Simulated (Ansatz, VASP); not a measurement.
# GaN in VASP and in Ansatz

File INCAR:

```
SYSTEM = GaN
  PREC = Accurate
  ENCUT = 520
  EDIFF = 1E-6
  ISMEAR = 0
  SIGMA = 0.03
  LREAL = .FALSE.
  LASPH = .TRUE.
  NELM = 80
  ALGO = Normal
  ISIF = 2
  LWAVE = .FALSE.
  LCHARG = .FALSE.
  GGA = PS
  NBANDS = 16
```

Contents of KPOINTS:

```
Automatic mesh
0
G
  16 16 16
  0 0 0
```

File POSCAR:

```
GaN
1.0
    0.0000000000      2.3968409079      1.6945665219
    2.3968409079      0.0000000000      1.6945665219
    2.3968409079      2.3968409079      0.0000000000
Ga N
1 1
Direct
    0.0000000000      0.0000000000      0.0000000000
    0.5000000000      0.5000000000      0.5000000000
```

Input for Ansatz:

```yaml
crystal:
  lattice:
    - [0.0, 2.3968409079, 1.6945665219]
    - [2.3968409079, 0.0, 1.6945665219]
    - [2.3968409079, 2.3968409079, 0.0]
  atoms:
    - { symbol: Ga, position: [0.0, 0.0, 0.0] }
    - { symbol: "N", position: [0.5, 0.5, 0.5] }
basis:
  ecutwfc: 420
kpoints:
  mp_grid: { grid: [16, 16, 16] }
hamiltonian:
  xc: pbesol
scf:
  occupations: { method: gaussian, width: 0.03 }
output:
  forces: true
  stress: true
  eigenvalues: true
```

Alike in both runs: task single point; functional PBEsol; k mesh 16 × 16 × 16; occupations gaussian, width 0.03 eV; no spin polarisation.

```csv
,VASP,Ansatz
version,VASP 6.6.1,Ansatz 0.2.0
potentials or method,"VASP PAW PBE potentials, release 64 (Ga_d, N), cutoff 520 eV","scalar-relativistic, plane waves, PAW"
valence electrons in the cell,18,18
```

|  | VASP | Ansatz | Ansatz less VASP |
| --- | --- | --- | --- |
| gap on the k mesh at the Fermi level (eV) | 1.52 | 1.53 | +0.011 |
| least direct gap on the mesh (eV) | 2.96 | 2.94 | -0.011 |

VASP's potentials were made for PBE, not for PBEsol.
